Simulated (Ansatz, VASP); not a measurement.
One calculation of ZnSiP2, two programs

```xyz
8
Lattice="-2.6867 2.6867 5.2300 2.6867 -2.6867 5.2300 2.6867 2.6867 -5.2300" Properties=species:S:1:pos:R:3 pbc="T T T"
Zn    0.0000    0.0000    0.0000
Zn    0.0000    2.6867    2.6150
Si    0.0000    0.0000    5.2300
Si    2.6867    0.0000    2.6150
P     1.4363    1.3434    1.3075
P     1.2504    1.3434    6.5375
P     1.3434    3.9371   -1.3075
P     1.3434   -1.2504    3.9225
```

Alike in both runs: task relaxation of cell and atoms; functional PBE; k mesh 8 × 8 × 8; occupations gaussian, width 0.02 eV; no spin polarisation.

```csv
,VASP,Ansatz
version,VASP 6.6.1,Ansatz 0.2.0
potentials or method,"VASP PAW PBE potentials, release 64 (Zn, Si, P), cutoff 500 eV","scalar-relativistic, plane waves, PAW"
valence electrons in the cell,52,52
```

VASP gave:

| Quantity | Value |
| --- | --- |
| gap on the k mesh at the Fermi level, each at its own relaxed structure (eV) | 1.36 |
| relaxed volume (Å³/atom) | 19.34 |
| relaxed cell length with the largest relative difference (Å) | 6.515 |

**Question.** Estimate Ansatz's values.

**Answer.** gap on the k mesh at the Fermi level, each at its own relaxed structure (eV): 1.36; relaxed volume (Å³/atom): 19.33; relaxed cell length with the largest relative difference (Å): 6.514.
